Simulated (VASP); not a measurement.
# CdSe (P6_3mc) in VASP: further runs, part 2 of 2

VASP 6.6.1. The steps go on from the part before.

### 4 Single point, r2SCAN (strain +0.025 along x and y, -0.050 along z)

The input, POSCAR:

```
CdSe
1.0
    4.4059624121      0.0000000000      0.0000000000
   -2.2029812060      3.8156753770      0.0000000000
    0.0000000000      0.0000000000      6.6644400000
Cd Se
2 2
Direct
    0.6666666667      0.3333333333      0.0000000000
    0.3333333333      0.6666666667      0.5000000000
    0.6666666667      0.3333333333      0.3750000000
    0.3333333333      0.6666666667      0.8750000000
```

The input, INCAR.step1:

```
PREC = Accurate
ENCUT = 520
ISMEAR = 0
SIGMA = 0.05
LREAL = False
LASPH = True
NELM = 100
NBANDS = 26
GGA = PE
ALGO = Normal
EDIFF = 1E-4
LWAVE = True
LCHARG = False
```

The input, INCAR.step2:

```
PREC = Accurate
ENCUT = 520
EDIFF = 1E-7
ISMEAR = 0
SIGMA = 0.05
LREAL = False
LASPH = True
NELM = 100
ALGO = Normal
ISIF = 2
LWAVE = False
LCHARG = True
METAGGA = R2SCAN
LMIXTAU = True
LELF = True
LVHAR = True
NBANDS = 26
ISTART = 1
```

The input, KPOINTS:

```
Automatic mesh
0
Gamma
  6 6 4
```

Potentials or basis: VASP PAW PBE potentials, release 64 (Cd, Se).

The run is started by

```sh
$ cat potpaw_PBE.64/Cd/POTCAR potpaw_PBE.64/Se/POTCAR > POTCAR
$ cp INCAR.step1 INCAR
$ mpirun -np 1 vasp_std > vasp.out
$ cp INCAR.step2 INCAR
$ mpirun -np 1 vasp_std > vasp.out
```

OUTCAR:

```text
PREC = Accurate
   ENCUT = 520
   EDIFF = 1E-7
   ISMEAR = 0
   LREAL = False
   LASPH = True
   NELM = 100
   ISIF = 2
   METAGGA = R2SCAN
   ISTART = 1

 ion  position               nearest neighbor table
   1  0.667  0.333  0.000-   3 2.50   4 2.68   4 2.68   4 2.68
   2  0.333  0.667  0.500-   4 2.50   3 2.68   3 2.68   3 2.68
   3  0.667  0.333  0.375-   1 2.50   2 2.68   2 2.68   2 2.68
   4  0.333  0.667  0.875-   2 2.50   1 2.68   1 2.68   1 2.68

  LATTYP: Found a hexagonal cell.
 ALAT       =     4.4059624121
 C/A-ratio  =     1.5125957456

  Lattice vectors:

 A1 = (   4.4059624121,   0.0000000000,   0.0000000000)
 A2 = (  -2.2029812060,   3.8156753770,   0.0000000000)
 A3 = (   0.0000000000,   0.0000000000,   6.6644400000)

Analysis of symmetry for initial positions (statically):
=====================================================================
 Subroutine PRICEL returns:
 Original cell was already a primitive cell.

 Routine SETGRP: Setting up the symmetry group for a
 hexagonal supercell.

[... 166 lines left out ...]

  energy without entropy =      -71.65275276  energy(sigma->0) =      -71.65275276

 E-fermi :   0.9639     XC(G=0):  -9.4332

 val. band max:        0.7155514763   @ k =   0.0000   0.0000   0.0000
 cond. band min:       1.8739558393   @ k =   0.0000   0.0000   0.0000
 fundamental gap:      1.1584043631
 Fermi energy:         0.9639235879

 k-point     1 :       0.0000    0.0000    0.0000
  band No.  band energies     occupation
      1     -12.3925      2.00000
      2     -11.9372      2.00000
      3      -7.5634      2.00000
      4      -7.4637      2.00000
      5      -7.4637      2.00000
      6      -7.3586      2.00000
[... 598 lines left out ...]
     25       9.8134      0.00000
     26       9.8134      0.00000

------------------------ aborting loop because EDIFF is reached ----------------------------------------

  FORCE on cell =-STRESS in cart. coord.  units (eV):
  Direction    XX          YY          ZZ          XY          YZ          ZX
  --------------------------------------------------------------------------------------
  -------------------------------------------------------------------------------------
  Total       -0.2519109     -0.2519109      5.9731343     -0.0000000     -0.0000000      0.0000000
  in kB       -3.6023143     -3.6023143     85.4155596     -0.0000000     -0.0000000      0.0000000
  external PRESSURE =      26.0703103 kB  Pullay stress =       0.0000000 kB

 VOLUME and BASIS-vectors are now :
 -----------------------------------------------------------------------------
  energy-cutoff  :      520.00
  volume of cell :      112.04
      direct lattice vectors                 reciprocal lattice vectors
     4.405962412  0.000000000  0.000000000     0.226965168  0.131038401  0.000000000
    -2.202981206  3.815675377  0.000000000     0.000000000  0.262076802  0.000000000
     0.000000000  0.000000000  6.664440000     0.000000000  0.000000000  0.150050117

 POSITION                                       TOTAL-FORCE (eV/Angst)
 -----------------------------------------------------------------------------------
      2.20298      1.27189      0.00000        -0.000000      0.000000     -0.847708
     -0.00000      2.54378      3.33222         0.000000     -0.000000     -0.847708
      2.20298      1.27189      2.49917        -0.000000      0.000000      0.847708
     -0.00000      2.54378      5.83139        -0.000000      0.000000      0.847708
 -----------------------------------------------------------------------------------
    total drift:                               -0.000000     -0.000000     -0.002897

  FREE ENERGIE OF THE ION-ELECTRON SYSTEM (eV)
  ---------------------------------------------------
  free  energy   TOTEN  =       -71.6527527646 eV

  energy  without entropy=      -71.6527527646  energy(sigma->0) =      -71.65275276
```

OUTCAR.step1:

```text
PREC = Accurate
   ENCUT = 520
   ISMEAR = 0
   LREAL = False
   LASPH = True
[... 834 lines left out ...]
      2.20298      1.27189      0.00000         0.000000     -0.000000     -0.854195
     -0.00000      2.54378      3.33222        -0.000000      0.000000     -0.854195
      2.20298      1.27189      2.49917        -0.000000     -0.000000      0.854195
     -0.00000      2.54378      5.83139         0.000000      0.000000      0.854195
 -----------------------------------------------------------------------------------
    total drift:                               -0.000000     -0.000000      0.001637

  FREE ENERGIE OF THE ION-ELECTRON SYSTEM (eV)
  ---------------------------------------------------
  free  energy   TOTEN  =       -10.7607248957 eV

  energy  without entropy=      -10.7607248957  energy(sigma->0) =      -10.76072490
```

OSZICAR.step1:

```text
N       E                     dE             d eps       ncg     rms          rms(c)
DAV:   1     0.238836676632E+03    0.23884E+03   -0.16927E+04  1092   0.124E+03
DAV:   2     0.958248334390E+00   -0.23788E+03   -0.22994E+03  1208   0.308E+02
DAV:   3    -0.114307471447E+02   -0.12389E+02   -0.12326E+02  1292   0.707E+01
DAV:   4    -0.115323584356E+02   -0.10161E+00   -0.10153E+00  1234   0.606E+00
DAV:   5    -0.115329898340E+02   -0.63140E-03   -0.63135E-03  1284   0.456E-01    0.918E+00
DAV:   6    -0.107972723845E+02    0.73572E+00   -0.12535E+00  1304   0.111E+01    0.715E+00
DAV:   7    -0.107625010962E+02    0.34771E-01   -0.56846E-01  1138   0.385E+00    0.261E+00
DAV:   8    -0.107603950187E+02    0.21061E-02   -0.60199E-02  1152   0.246E+00    0.410E-01
DAV:   9    -0.107604941643E+02   -0.99146E-04   -0.79243E-03  1194   0.103E+00    0.113E-01
DAV:  10    -0.107606250574E+02   -0.13089E-03   -0.84902E-04  1162   0.320E-01    0.709E-02
DAV:  11    -0.107607248957E+02   -0.99838E-04   -0.21364E-04   960   0.856E-02
   1 F= -.10760725E+02 E0= -.10760725E+02  d E =-.121521E-11
```

Run time: 5 min. Hardware: 1 thread of Intel Xeon Platinum 8259CL at 2.50GHz (Skylake/Cascade Lake), shared host; peak memory 0.27 GiB.

What came out:

```
Free energy            : -71.6528 eV
Pressure               : 2.6 GPa
Largest force          : 0.848 eV/Å
Band gap on the k mesh : 1.16 eV, direct
```

Forces in eV/Å, atoms in the order of the input:
```
Cd   0.000  0.000 -0.848
Cd   0.000  0.000 -0.848
Se   0.000  0.000  0.848
Se   0.000  0.000  0.848
```

Stress tensor (GPa, compression positive):
```
-0.36  0.00  0.00
 0.00 -0.36  0.00
 0.00  0.00  8.54
```

Caveat: the cell differs from its parent crystal (strain +0.025 along x and y, -0.050 along z); the PAW data sets were made with another functional, which shifts forces and pressure a little.

### 5 Single point, r2SCAN (strain +0.000 along x and y, +0.025 along z)

The input, POSCAR:

```
CdSe
1.0
    4.2984999142      0.0000000000      0.0000000000
   -2.1492499571      3.7226101239      0.0000000000
    0.0000000000      0.0000000000      7.1905800000
Cd Se
2 2
Direct
    0.6666666667      0.3333333333      0.0000000000
    0.3333333333      0.6666666667      0.5000000000
    0.6666666667      0.3333333333      0.3750000000
    0.3333333333      0.6666666667      0.8750000000
```

The input, INCAR.step1:

```
ALGO = Normal
EDIFF = 1E-4
ENCUT = 520
GGA = PE
ISMEAR = 0
LASPH = True
LCHARG = False
LREAL = False
LWAVE = True
NBANDS = 26
NELM = 80
PREC = Accurate
SIGMA = 0.05
```

The input, INCAR.step2:

```
ALGO = Normal
EDIFF = 1E-6
ENCUT = 520
ISIF = 2
ISMEAR = 0
ISTART = 1
LASPH = True
LCHARG = False
LMIXTAU = True
LREAL = False
LWAVE = False
METAGGA = R2SCAN
NBANDS = 26
NELM = 80
PREC = Accurate
SIGMA = 0.05
```

The input, KPOINTS:

```
k-points
0
Gamma
  6 6 4
```

The run is started by

```sh
$ cat potpaw_PBE.64/Cd/POTCAR potpaw_PBE.64/Se/POTCAR > POTCAR
$ cp INCAR.step1 INCAR
$ mpirun -np 1 vasp_std > vasp.out
$ cp INCAR.step2 INCAR
$ mpirun -np 1 vasp_std > vasp.out
```

Run time: 3.2 min. Hardware: 1 thread of Intel Xeon Platinum 8259CL at 2.50GHz (Skylake/Cascade Lake), shared host; peak memory 0.26 GiB.

The run converged. Its results:

| Property | Result |
| --- | --- |
| Free energy | -71.8173 eV |
| Pressure | 0.5 GPa |
| Largest force | 0.142 eV/Å |
| Band gap on the k mesh | 1.06 eV, direct |

Forces on the atoms (eV/Å):
```
Cd   0.000  0.000  0.142
Cd   0.000  0.000  0.142
Se   0.000  0.000 -0.142
Se   0.000  0.000 -0.142
```

Stress tensor (GPa, compression positive):
```
 1.15  0.00  0.00
 0.00  1.15  0.00
 0.00  0.00 -0.90
```

Levels at points of the mesh, in eV from the valence-band top:
```
           k point  band 16  band 17  band 18  band 19  band 20  band 21
(0.00, 0.00, 0.00)    -0.13     0.00     0.00     1.06     2.75     6.43
(0.50, 0.00, 0.00)    -1.78    -1.32    -0.77     3.56     3.77     4.97
(0.00, 0.00, 0.50)    -0.36    -0.36    -0.36     2.80     2.80     6.16
(0.50, 0.00, 0.50)    -1.41    -1.31    -1.31     3.26     3.26     5.22
```

Caveat: the cell differs from its parent crystal (strain +0.000 along x and y, +0.025 along z); the PAW data sets were made with another functional, which shifts forces and pressure a little.

### 6 Overview

```csv
cell,gap on the mesh (eV),pressure (GPa),largest force (eV/Å)
"a = 4.191, b = 4.191, c = 7.191 Å, angles 90.0, 90.0, 120.0°, 4 atoms",1.13,3.7,0.39
"a = 4.191, b = 4.191, c = 7.366 Å, angles 90.0, 90.0, 120.0°, 4 atoms",1.03,2.4,0.47
"a = 4.406, b = 4.406, c = 6.664 Å, angles 90.0, 90.0, 120.0°, 4 atoms",1.16,2.6,0.85
"a = 4.298, b = 4.298, c = 7.191 Å, angles 90.0, 90.0, 120.0°, 4 atoms",1.06,0.5,0.14
```

Alike in all rows: task single point; level r2SCAN; potentials or basis VASP PAW PBE potentials, release 64 (Cd, Se); no spin polarisation; k mesh 6 × 6 × 4; cutoff (eV) 520; smearing gaussian 0.05 eV.

Caveats: the PAW data sets were made with another functional, which shifts forces and pressure a little.

Total energies depend on the potentials used, so only differences within one code and one set of settings carry meaning.
